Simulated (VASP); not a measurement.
Here is a VASP 6.6.1 calculation.

Contents of INCAR:

```
PREC = Accurate ; ENCUT = 650
EDIFF = 1E-6 ; ISMEAR = 0
SIGMA = 0.15 ; LREAL = F
LASPH = T ; NELM = 120
ALGO = Normal ; ISIF = 2
LWAVE = F ; LCHARG = T
GGA = PE ; LELF = T
LVHAR = T ; NBANDS = 98
GGA_COMPAT = F
```

Contents of KPOINTS:

```
Automatic mesh
0
Gamma
  4 3 4
```

Contents of POSCAR:

```
LiRu12
1.0
    5.4000000000      0.0000000000      0.0000000000
   -4.0500000000      7.0148060000      0.0000000000
    0.0000000000      0.0000000000      4.2768000000
Ru Li
12 1
Direct
   -0.0420582386      0.0000295090     -0.0001489431
    0.1404795270      0.2224052953      0.4998473158
    0.0011429119      0.3278505493     -0.0001529181
    0.1616899011      0.5639470286      0.4998491863
    0.0615818393      0.7312313413     -0.0001531519
    0.1655950144      0.9062768094      0.4998468481
    0.5088207450      0.0173609933     -0.0001517490
    0.6605649347      0.2332157154      0.4998489525
    0.4168077234      0.2918670880     -0.0001522166
    0.6580297044      0.5618855318      0.4998524598
    0.4973408253      0.6681025819     -0.0001503461
    0.6452999401      0.8885455991      0.4998491863
    0.7951436317      0.4785892867      0.9998473158
```

Potentials or basis: VASP PAW PBE potentials, release 64 (Ru_pv, Li_sv).

Launch:

```sh
$ cat potpaw_PBE.64/Ru_pv/POTCAR potpaw_PBE.64/Li_sv/POTCAR > POTCAR
$ mpirun -np 1 vasp_std > vasp.out
```

Problem. Estimate the largest force.

Solution. 0.138 eV/Å.

Problem. Estimate the band gap on the k mesh.

Solution. Zero (an odd number of electrons rules out a gap without spin polarisation).

Problem. Predict the pressure.

Solution. 30.1 GPa.

Forces in eV/Å, atoms in the order of the input:
```
Ru   0.012 -0.015  0.000
Ru   0.002  0.002  0.000
Ru  -0.004  0.020  0.000
Ru  -0.019 -0.015  0.000
Ru   0.065  0.117  0.000
Ru  -0.011  0.009  0.000
Ru   0.008  0.016  0.000
Ru  -0.009  0.002  0.000
Ru  -0.082 -0.111  0.000
Ru  -0.011  0.011  0.000
Ru   0.006 -0.002  0.000
Ru  -0.002 -0.010  0.000
Li   0.044 -0.023  0.000
```

Caveat: the k points lie up to 0.37 Å⁻¹ apart, too coarse for converged energies and pressures of a metal; atoms lie so close that the PAW spheres overlap strongly, which falsifies energies and pressures.
